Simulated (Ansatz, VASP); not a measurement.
# One calculation of Al3GaN4, two programs

```
Al Ga N
1.0
     5.44688    0.00000    0.00012
     0.00000    3.38048    0.00000
    -0.00350    0.00000    5.85143
Al Ga N
3 1 4
Direct
  0.50023 0.50000 0.16733
  0.00092 0.50000 0.83481
  0.00109 0.00000 0.33169
  0.49942 0.00000 0.66620
  0.11117 0.00000 0.66633
  0.12245 0.50000 0.16716
  0.62512 0.50000 0.84019
  0.62319 0.00000 0.32629
```

Change from the starting cell: strain +0.080 along x and y, +0.080 along z, atoms carried along.

Alike in both runs: task single point; functional PBEsol; k mesh 6 × 8 × 4; occupations gaussian, width 0.05 eV; no spin polarisation.

|  | VASP | Ansatz |
| --- | --- | --- |
| version | VASP 6.6.1 | Ansatz 0.2.0 |
| potentials or method | VASP PAW PBE potentials, release 64 (Al, Ga_d, N), cutoff 520 eV | scalar-relativistic, plane waves, PAW |
| valence electrons in the cell | 42 | 42 |

```tsv
	VASP	Ansatz	Ansatz less VASP
gap on the k mesh at the Fermi level (eV)	1.75	1.74	-0.007
least direct gap on the mesh (eV)	1.75	1.74	-0.007
pressure (GPa)	-28.6	-28.6	+0.08
traceless stress, the component that is largest in VASP (GPa)	0.82	0.82	-0.007
rms of the force components (eV/Å)	0.041	0.040	-0.0013
```

VASP's potentials were made for PBE, not for PBEsol. Atom by atom the forces differ by 0.003 eV/Å (rms over components). Both programs put the cell under strong tension, so it lies far from rest at this level.
